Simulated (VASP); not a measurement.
# Hf (R-3m) in VASP: further runs, part 2 of 2

VASP 6.6.1.

## 3. Single point, PBEsol (shortest bond scaled by 0.76)

Input file INCAR:

```
  PREC = Accurate
  ENCUT = 520
  EDIFF = 1E-6
  ISMEAR = -1
  SIGMA = 0.05
  LREAL = F
  LASPH = T
  NELM = 100
  ALGO = Normal
  ISIF = 2
  LWAVE = F
  LCHARG = F
  GGA = PS
  NBANDS = 17
```

Input file KPOINTS:

```
Automatic mesh
0
Gamma
  9 9 9
```

Input file POSCAR:

```
Hf
1.0
    0.0000000000      3.0438467722      3.0438467722
    3.0438467722      0.0000000000      3.0438467722
    3.0438467722      3.0438467722      0.0000000000
Hf
2
Direct
   -0.2150000000     -0.0950000000     -0.0950000000
    0.2150000000      0.0950000000      0.0950000000
```

Potentials or basis: VASP PAW PBE potentials, release 64 (Hf_pv).

The run is started by

```bash
> cat potpaw_PBE.64/Hf_pv/POTCAR > POTCAR
> mpirun -np 1 vasp_std > vasp.out
```

OUTCAR:

```text
PREC = Accurate
   ENCUT = 520
   EDIFF = 1E-6
   ISMEAR = -1
   LREAL = F
   LASPH = T
   NELM = 100
   ISIF = 2
   GGA = PS

 ion  position               nearest neighbor table
   1  0.785  0.905  0.905-   2 2.00   2 2.91   2 2.91   2 2.91
   2  0.215  0.095  0.095-   1 2.00   1 2.91   1 2.91   1 2.91

  LATTYP: Found a face centered cubic cell.
 ALAT       =     6.0876935444

  Lattice vectors:

 A1 = (   0.0000000000,   3.0438467722,   3.0438467722)
 A2 = (   3.0438467722,   0.0000000000,   3.0438467722)
 A3 = (   3.0438467722,   3.0438467722,   0.0000000000)

Analysis of symmetry for initial positions (statically):
=====================================================================
 Subroutine PRICEL returns:
 Original cell was already a primitive cell.

 Routine SETGRP: Setting up the symmetry group for a
 face centered cubic supercell.

 Subroutine GETGRP returns: Found 12 space group operations
 (whereof  4 operations were pure point group operations)
 out of a pool of 48 trial point group operations.

The static configuration has the point symmetry C_2h.
 The point group associated with its full space group is D_3d.

Analysis of symmetry for dynamics (positions and initial velocities):
=====================================================================
 Subroutine PRICEL returns:
 Original cell was already a primitive cell.

 Routine SETGRP: Setting up the symmetry group for a
 face centered cubic supercell.

 Subroutine GETGRP returns: Found 12 space group operations
 (whereof  4 operations were pure point group operations)
 out of a pool of 48 trial point group operations.

The dynamic configuration has the point symmetry C_2h.
 The point group associated with its full space group is D_3d.

 Subroutine INISYM returns: Found 12 space group operations
 (whereof  4 operations are pure point group operations),
 and found     1 'primitive' translations

[... 112 lines left out ...]
   IMIX   =      4    mixing-type and parameters
     AMIX     =   0.40;   BMIX     =  1.00
     AMIX_MAG =   1.60;   BMIX_MAG =  1.00
  volume/ion in A,a.u.               =      28.20       190.31
  Fermi-wavevector in a.u.,A,eV,Ry     =   1.158738  2.189698 18.268196  1.342675
  Thomas-Fermi vector in A             =   2.295338
   LORBIT       =      0    0 simple, 1 ext, 2 COOP (PROOUT), +10 PAW based schemes
   GGA     = PS    functional components
   LHFCALC =     F    Hartree Fock is set to
   AEXX    =    0.0000 exact exchange contribution
   IVDW    =     0    specifies the selected vdW correction
   LEPSILON=     F    determine dielectric tensor
   LRPA    =     F    only Hartree local field effects (RPA)
 non-spin polarized calculation
  energy-cutoff  :      520.00
  volume of cell :       56.40
 maximum number of plane-waves:      1536
   NGX = 17   NGY = 17   NGZ = 17

 number of electron      20.0000002 magnetization

 Free energy of the ion-electron system (eV)
  ---------------------------------------------------
  ext. energy  EPLUGINS =         0.00000000
  ---------------------------------------------------
  free energy    TOTEN  =       -13.82782118 eV

  energy without entropy =      -13.81054324  energy(sigma->0) =      -13.81918221

 E-fermi :   2.2142     XC(G=0):  -9.9541

 val. band max:        2.2025888654   @ k =  -0.4444   0.3333   0.1111
 cond. band min:       2.2201722705   @ k =   0.1111  -0.3333   0.4444
 fundamental gap:      0.0175834051
 Fermi energy:         2.2141640685

 k-point     1 :       0.0000    0.0000    0.0000
  band No.  band energies     occupation
      1     -31.3265      2.00000
      2     -28.1625      2.00000
      3     -28.1625      2.00000
      4     -27.4470      2.00000
      5     -27.4470      2.00000
      6     -24.9683      2.00000
[... 457 lines left out ...]
      4     -27.4516      2.00000
      5     -27.1942      2.00000
      6     -25.0341      2.00000
[... 9 lines left out ...]
     16       7.0954      0.00000
     17       7.7065      0.00000

 [... further k-points ...]

------------------------ aborting loop because EDIFF is reached ----------------------------------------

  FORCE on cell =-STRESS in cart. coord.  units (eV):
  Direction    XX          YY          ZZ          XY          YZ          ZX
  --------------------------------------------------------------------------------------
  -------------------------------------------------------------------------------------
  Total        6.0615842      6.0615842      6.0615842     -9.4760552      9.4760552     -9.4760552
  in kB      172.1862120    172.1862120    172.1862120   -269.1781540    269.1781540   -269.1781540
  external PRESSURE =     172.1862120 kB  Pullay stress =       0.0000000 kB

 VOLUME and BASIS-vectors are now :
 -----------------------------------------------------------------------------
  energy-cutoff  :      520.00
  volume of cell :       56.40
      direct lattice vectors                 reciprocal lattice vectors
     0.000000000  3.043846772  3.043846772    -0.164265825  0.164265825  0.164265825
     3.043846772  0.000000000  3.043846772     0.164265825 -0.164265825  0.164265825
     3.043846772  3.043846772  0.000000000     0.164265825  0.164265825 -0.164265825

 POSITION                                       TOTAL-FORCE (eV/Angst)
 -----------------------------------------------------------------------------------
      5.50936      5.14410      5.14410        -6.490622      6.490622      6.490622
      0.57833      0.94359      0.94359         6.490622     -6.490622     -6.490622
 -----------------------------------------------------------------------------------
    total drift:                                0.000000      0.000000     -0.000000

  FREE ENERGIE OF THE ION-ELECTRON SYSTEM (eV)
  ---------------------------------------------------
  free  energy   TOTEN  =       -13.8278211835 eV

  energy  without entropy=      -13.8105432411  energy(sigma->0) =      -13.81918221
```

OSZICAR:

```text
N       E                     dE             d eps       ncg     rms          rms(c)
DAV:   1     0.634039949726E+02    0.63404E+02   -0.11261E+04  2898   0.108E+03
DAV:   2    -0.119905336760E+02   -0.75395E+02   -0.73258E+02  3806   0.255E+02
DAV:   3    -0.142823322236E+02   -0.22918E+01   -0.22495E+01  3618   0.301E+01
DAV:   4    -0.143100219108E+02   -0.27690E-01   -0.27652E-01  3777   0.389E+00
DAV:   5    -0.143104924668E+02   -0.47056E-03   -0.47033E-03  3751   0.446E-01    0.537E+01
DAV:   6    -0.139171916450E+02    0.39330E+00   -0.57681E-01  3131   0.533E+00    0.306E+01
DAV:   7    -0.138343983926E+02    0.82793E-01   -0.34360E-01  3714   0.412E+00    0.244E+00
DAV:   8    -0.138279356063E+02    0.64628E-02   -0.49312E-02  3047   0.155E+00    0.433E-01
DAV:   9    -0.138278459923E+02    0.89614E-04   -0.17691E-03  3600   0.287E-01    0.197E-01
DAV:  10    -0.138278262816E+02    0.19711E-04   -0.22796E-04  3539   0.999E-02    0.370E-02
DAV:  11    -0.138278215926E+02    0.46891E-05   -0.26207E-05  3302   0.298E-02    0.142E-02
DAV:  12    -0.138278211835E+02    0.40910E-06   -0.22676E-06  3231   0.120E-02
   1 F= -.13827821E+02 E0= -.13819182E+02  d E =-.172779E-01
```

Run time: 22 s. Hardware: 1 thread of Intel Xeon 6975P-C (Granite Rapids), shared host; peak memory 0.21 GiB.

What came out:

| Item | Value |
| --- | --- |
| Free energy | -13.8278 eV |
| Pressure | 17.2 GPa |
| Largest force | 11.242 eV/Å |
| Band gap on the k mesh | zero (band 10 reaches 3.18 eV, above the bottom of band 11 at 1.51 eV) |

Forces in eV/Å, atoms in the order of the input:
```
Hf  -6.491  6.491  6.491
Hf   6.491 -6.491 -6.491
```

Caveat: the cell differs from its parent crystal (shortest bond scaled by 0.76); the PAW data sets were made with another functional, which shifts forces and pressure a little; spin-orbit coupling is left out, which moves the levels of the heavy elements.

## 4. Single point, PBEsol (shortest bond scaled by 0.76)

Input file INCAR:

```
SYSTEM = Hf
PREC = Accurate ; ENCUT = 520
EDIFF = 1E-6 ; ISMEAR = -1
SIGMA = 0.05 ; LREAL = .False.
LASPH = .True. ; NELM = 60
ALGO = Normal ; ISIF = 2
LWAVE = .False. ; LCHARG = .True.
GGA = PS ; LELF = .True.
LVHAR = .True. ; NBANDS = 17
```

Input file KPOINTS:

```
Automatic mesh
0
Gamma
  9 9 9
  0 0 0
```

POSCAR is that of step 3.

The run is started by

```bash
> cat potpaw_PBE.64/Hf_pv/POTCAR > POTCAR
> mpirun -np 1 vasp_std > vasp.out
```

Wall time 23 s (1 thread of Intel Xeon 6975P-C (Granite Rapids), shared host); peak memory 0.21 GiB.

Results (log left out):

- Free energy: -13.8278 eV
- Pressure: 17.2 GPa
- Largest force: 11.242 eV/Å
- Band gap on the k mesh: zero (band 10 reaches 3.18 eV, above the bottom of band 11 at 1.51 eV)

Forces in eV/Å, atoms in the order of the input:
```
Hf  -6.491  6.491  6.491
Hf   6.491 -6.491 -6.491
```

Stress tensor (GPa, compression positive):
```
 17.22 -26.92 -26.92
-26.92  17.22  26.92
-26.92  26.92  17.22
```

Levels at points of the mesh, in eV from the Fermi level:
| k point | band 7 | band 8 | band 9 | band 10 | band 11 | band 12 | band 13 | band 14 |
| --- | --- | --- | --- | --- | --- | --- | --- | --- |
| (0.00, 0.00, 0.00) | -5.11 | -0.45 | -0.45 | 0.25 | 0.25 | 2.35 | 2.80 | 3.31 |

Caveat: the cell differs from its parent crystal (shortest bond scaled by 0.76); the PAW data sets were made with another functional, which shifts forces and pressure a little; spin-orbit coupling is left out, which moves the levels of the heavy elements.

## 5. Single point, PBEsol (shortest bond scaled by 0.64)

Input file INCAR:

```
SYSTEM = Hf
PREC     = Accurate       ! precision mode
ENCUT    = 520            ! plane-wave cutoff, eV
EDIFF    = 1E-6           ! SCF threshold, eV
ISMEAR   = -1             ! smearing method
SIGMA    = 0.05           ! smearing width, eV
LREAL    = .FALSE.        ! projectors in reciprocal space
LASPH    = .TRUE.         ! aspherical terms in the spheres
NELM     = 100            ! most SCF steps
ALGO     = Normal         ! electronic algorithm
ISIF     = 2              ! what is computed and relaxed
LWAVE    = .FALSE.        ! write WAVECAR
LCHARG   = .FALSE.        ! write CHGCAR
GGA      = PS             ! functional
NBANDS   = 17             ! bands
```

Input file KPOINTS:

```
regular mesh
0
G
  9 9 9
  0 0 0
```

Input file POSCAR:

```
Hf
1.0
    0.0000000000      3.0438467722      3.0438467722
    3.0438467722      0.0000000000      3.0438467722
    3.0438467722      3.0438467722      0.0000000000
Hf
2
Direct
   -0.2600000000     -0.0800000000     -0.0800000000
    0.2600000000      0.0800000000      0.0800000000
```

The run is started by

```bash
> cat potpaw_PBE.64/Hf_pv/POTCAR > POTCAR
> mpirun -np 1 vasp_std > vasp.out
```

Wall time 22 s (1 thread of Intel Xeon 6975P-C (Granite Rapids), shared host); peak memory 0.21 GiB.

It converged, with:

- Free energy: -4.8043 eV
- Pressure: 79.9 GPa
- Largest force: 56.587 eV/Å
- Band gap on the k mesh: zero (band 10 reaches 2.68 eV, above the bottom of band 11 at 1.26 eV)

Forces on the atoms (eV/Å):
```
Hf  -32.670  32.670  32.670
Hf   32.670 -32.670 -32.670
```

Stress tensor (GPa, compression positive):
```
 79.90 -93.06 -93.06
-93.06  79.90  93.06
-93.06  93.06  79.90
```

Levels at points of the mesh, in eV from the Fermi level:
```csv
k point,band 6,band 7,band 8,band 9,band 10,band 11,band 12,band 13,band 14,band 15
"(0.00, 0.00, 0.00)",-23.47,-4.65,-0.34,-0.34,0.19,0.19,2.35,4.18,4.38,4.38
```

Caveat: the cell differs from its parent crystal (shortest bond scaled by 0.64); the PAW data sets were made with another functional, which shifts forces and pressure a little; spin-orbit coupling is left out, which moves the levels of the heavy elements.
